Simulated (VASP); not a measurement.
# Sb (I4/mmm) in VASP: single point with PBEsol

Aim: the single point of Sb with PBEsol.

All numbers are computed with VASP 6.6.1; they aren't measurements. Logs are shortened: lines on timing, memory, paths and dates and some standing lists are left out, and cuts for length are marked.

## (1) The cell of the first run

The structure is tetragonal, space group I4/mmm (No. 139). The conventional cell has a = 3.010 Å, b = 3.010 Å, c = 4.960 Å, α = 90.00°, β = 90.00°, γ = 90.00°. Within 4.0 Å of Sb (site symmetry 4/mmm) lie 12 Sb at 3.01 to 3.27 Å.

## (2) Single point, PBEsol

Contents of INCAR:

```
SYSTEM = Sb
PREC = Accurate
ENCUT = 520
EDIFF = 1E-7
ISMEAR = -1
SIGMA = 0.03
LREAL = .FALSE.
LASPH = .TRUE.
NELM = 60
ALGO = Normal
ISIF = 2
LWAVE = .FALSE.
LCHARG = .FALSE.
GGA = PS
NBANDS = 8
ISYM = 0
```

Contents of KPOINTS:

```
regular mesh
0
G
  13 13 15
  0 0 0
```

Contents of POSCAR:

```
Sb
1.0
   -1.5050000000      1.5050000000      2.4800000000
    1.5050000000     -1.5050000000      2.4800000000
    1.5050000000      1.5050000000     -2.4800000000
Sb
1
Direct
    0.0000000000      0.0000000000      0.0000000000
```

Potentials or basis: VASP PAW PBE potentials, release 64 (Sb).

The run is started by

```sh
cat potpaw_PBE.64/Sb/POTCAR > POTCAR
mpirun -np 1 vasp_std > vasp.out
```

OUTCAR:

```text
SYSTEM = Sb
   PREC = Accurate
   ENCUT = 520
   EDIFF = 1E-7
   ISMEAR = -1
   LREAL = .FALSE.
   LASPH = .TRUE.
   NELM = 60
   ISIF = 2
   GGA = PS
   ISYM = 0

 ion  position               nearest neighbor table
   1  0.000  0.000  0.000-

IMPORTANT INFORMATION: All symmetrisations will be switched off!
NOSYMM: (Re-)initialisation of all symmetry stuff for point group C_1.

----------------------------------------------------------------------------------------

                                     Primitive cell

  volume of cell :      22.4690

  direct lattice vectors                    reciprocal lattice vectors
    -1.505000000  1.505000000  2.480000000     0.000000000  0.332225914  0.201612903
     1.505000000 -1.505000000  2.480000000     0.332225914  0.000000000  0.201612903
     1.505000000  1.505000000 -2.480000000     0.332225914  0.332225914  0.000000000

  length of vectors
     3.268095776  3.268095776  3.268095776     0.388615260  0.388615260  0.469838393

  position of ions in fractional coordinates (direct lattice)
     0.000000000  0.000000000  0.000000000

  ion indices of the primitive-cell ions
   primitive index   ion index
                 1           1

----------------------------------------------------------------------------------------

 KPOINTS: regular mesh

Automatic generation of k-mesh.
 Grid dimensions read from file:
 generate k-points for:   13   13   15

 Generating k-lattice:

  Cartesian coordinates                     Fractional coordinates (reciprocal lattice)
     0.000000000  0.025555840  0.015508685     0.076923077  0.000000000 -0.000000000
     0.025555840  0.000000000  0.015508685     0.000000000  0.076923077 -0.000000000
     0.022148394  0.022148394  0.000000000     0.000000000  0.000000000  0.066666667

  Length of vectors
     0.029893482  0.029893482  0.031322560

  Shift w.r.t. Gamma in fractional coordinates (k-lattice)
     0.000000000  0.000000000  0.000000000

 -----------------------------------------------------------------------------
|                                                                             |
|           W    W    AA    RRRRR   N    N  II  N    N   GGGG   !!!           |
|           W    W   A  A   R    R  NN   N  II  NN   N  G    G  !!!           |
|           W    W  A    A  R    R  N N  N  II  N N  N  G       !!!           |
|           W WW W  AAAAAA  RRRRR   N  N N  II  N  N N  G  GGG   !            |
[... 68 lines left out ...]
   EDIFFG = 0.1E-05   stopping-criterion for IOM
   NSW    =      0    number of steps for IOM
   IBRION =     -1    ionic relax: 0-MD 1-quasi-New 2-CG
   NFREE  =      0    steps in history (QN), initial steepest desc. (CG)
   ISIF   =      2    stress and relaxation
   ISYM   =      0    0-nonsym 1-usesym 2-fastsym
   POTIM  = 0.5000    time-step for ionic-motion
   TEBEG  =    0.0;   TEEND  =   0.0 temperature during run
   PSTRESS=    0.0 pullay stress
   NELECT =       5.0000    total number of electrons
   NUPDOWN=      -1.0000    fix difference up-down
   EMIN   =  10.00;   EMAX   =-10.00  energy-range for DOS
   EFERMI =   0.00;   METHOD = LEGACY
   ISMEAR =    -1;   SIGMA  =   0.03  broadening in eV -4-tet -1-fermi 0-gaus
   EFERMI_NEDOS =   21; number of points for ismear=-14 and -15
   IALGO  =     38    algorithm
   IMIX   =      4    mixing-type and parameters
     AMIX     =   0.40;   BMIX     =  1.00
     AMIX_MAG =   1.60;   BMIX_MAG =  1.00
  volume/ion in A,a.u.               =      22.47       151.63
  Fermi-wavevector in a.u.,A,eV,Ry     =   0.992057  1.874716 13.390541  0.984177
  Thomas-Fermi vector in A             =   2.123842
   LORBIT       =      0    0 simple, 1 ext, 2 COOP (PROOUT), +10 PAW based schemes
   GGA     = PS    functional components
   LHFCALC =     F    Hartree Fock is set to
   AEXX    =    0.0000 exact exchange contribution
   IVDW    =     0    specifies the selected vdW correction
   LEPSILON=     F    determine dielectric tensor
   LRPA    =     F    only Hartree local field effects (RPA)
 non-spin polarized calculation
  energy-cutoff  :      520.00
  volume of cell :       22.47
 maximum number of plane-waves:       631
   NGX = 13   NGY = 13   NGZ = 13

 number of electron       5.0000000 magnetization

 Free energy of the ion-electron system (eV)
  ---------------------------------------------------
  ext. energy  EPLUGINS =         0.00000000
  ---------------------------------------------------
  free energy    TOTEN  =        -4.15296602 eV

  energy without entropy =       -4.15100735  energy(sigma->0) =       -4.15198668

 E-fermi :  10.9564     XC(G=0): -11.1286

 val. band max:       10.9473837119   @ k =   0.3846  -0.0769   0.2000
 cond. band min:      10.9595278466   @ k =  -0.0769   0.0000   0.4000
 fundamental gap:      0.0121441346
 Fermi energy:        10.9563568436

 k-point     1 :       0.0000    0.0000    0.0000
  band No.  band energies     occupation
      1      -3.5841      2.00000
      2      17.4412      0.00000
      3      17.7087      0.00000
      4      17.7119      0.00000
      5      21.1139      0.00000
      6      21.4090      0.00000
      7      22.1269      0.00000
      8      22.1289      0.00000
[... 243 lines left out ...]
 k-point    24 :       0.2308    0.1538    0.0000
  band No.  band energies     occupation
      1      -1.3345      2.00000
      2       9.9322      2.00000
      3      12.3559      0.00000
      4      14.8741      0.00000
      5      19.9809      0.00000
      6      21.0681      0.00000
      7      22.6428      0.00000
      8      23.6814      0.00000

 [... further k-points ...]

------------------------ aborting loop because EDIFF is reached ----------------------------------------

  FORCE on cell =-STRESS in cart. coord.  units (eV):
  Direction    XX          YY          ZZ          XY          YZ          ZX
  --------------------------------------------------------------------------------------
  -------------------------------------------------------------------------------------
  Total        2.2772483      2.2772483      1.9163489      0.0222285     -0.0148303     -0.0148302
  in kB      162.3814036    162.3814064    136.6471252      1.5850246     -1.0574868     -1.0574813
  external PRESSURE =     153.8033117 kB  Pullay stress =       0.0000000 kB

 VOLUME and BASIS-vectors are now :
 -----------------------------------------------------------------------------
  energy-cutoff  :      520.00
  volume of cell :       22.47
      direct lattice vectors                 reciprocal lattice vectors
    -1.505000000  1.505000000  2.480000000     0.000000000  0.332225914  0.201612903
     1.505000000 -1.505000000  2.480000000     0.332225914  0.000000000  0.201612903
     1.505000000  1.505000000 -2.480000000     0.332225914  0.332225914  0.000000000

 POSITION                                       TOTAL-FORCE (eV/Angst)
 -----------------------------------------------------------------------------------
      0.00000      0.00000      0.00000         0.000000      0.000000      0.000000
 -----------------------------------------------------------------------------------
    total drift:                                0.000000      0.000000      0.000000

  FREE ENERGIE OF THE ION-ELECTRON SYSTEM (eV)
  ---------------------------------------------------
  free  energy   TOTEN  =        -4.1529660234 eV

  energy  without entropy=       -4.1510073461  energy(sigma->0) =       -4.15198668
```

OSZICAR:

```text
N       E                     dE             d eps       ncg     rms          rms(c)
DAV:   1     0.496037163818E+01    0.49604E+01   -0.17242E+03 20704   0.415E+02
DAV:   2    -0.407315243728E+01   -0.90335E+01   -0.86699E+01 28176   0.545E+01
DAV:   3    -0.416201827575E+01   -0.88866E-01   -0.88513E-01 24904   0.610E+00
DAV:   4    -0.416224200606E+01   -0.22373E-03   -0.22372E-03 31152   0.361E-01
DAV:   5    -0.416224237302E+01   -0.36696E-06   -0.36597E-06 25792   0.932E-03    0.238E+00
DAV:   6    -0.415644324366E+01    0.57991E-02   -0.92315E-04 27720   0.145E-01    0.141E+00
DAV:   7    -0.415297642511E+01    0.34668E-02   -0.21015E-03 23368   0.217E-01    0.292E-02
DAV:   8    -0.415296644084E+01    0.99843E-05   -0.50465E-05 29432   0.509E-02    0.713E-03
DAV:   9    -0.415296629774E+01    0.14310E-06   -0.74261E-07 27672   0.611E-03    0.354E-03
DAV:  10    -0.415296607100E+01    0.22674E-06   -0.33935E-08 23424   0.105E-03    0.554E-04
DAV:  11    -0.415296602339E+01    0.47612E-07   -0.19547E-09 12072   0.290E-04
   1 F= -.41529660E+01 E0= -.41519867E+01  d E =-.195868E-02
```

stdout:

```text
POSCAR found type information on POSCAR Sb
 POSCAR found :  1 types and       1 ions
 scaLAPACK will be used
 -----------------------------------------------------------------------------
|                                                                             |
|                                                                             |
[... 21 lines left out ...]
|     Results are often still useful ...                                      |
|                                                                             |
 -----------------------------------------------------------------------------

 POSCAR, INCAR and KPOINTS ok, starting setup
 FFT: planning ... GRIDC
 FFT: planning ... GRID_SOFT
 FFT: planning ... GRID
 WAVECAR not read
 entering main loop
```

Run time: 3.5 min. Hardware: 1 thread of AMD EPYC 7R13, shared host; peak memory 0.31 GiB.

Results:

```yaml
Free_energy: -4.1530 eV
Pressure: 15.4 GPa
```

Caveat: the PAW data sets were made with another functional, which shifts forces and pressure a little; spin-orbit coupling is left out, which moves the levels of the heavy elements.
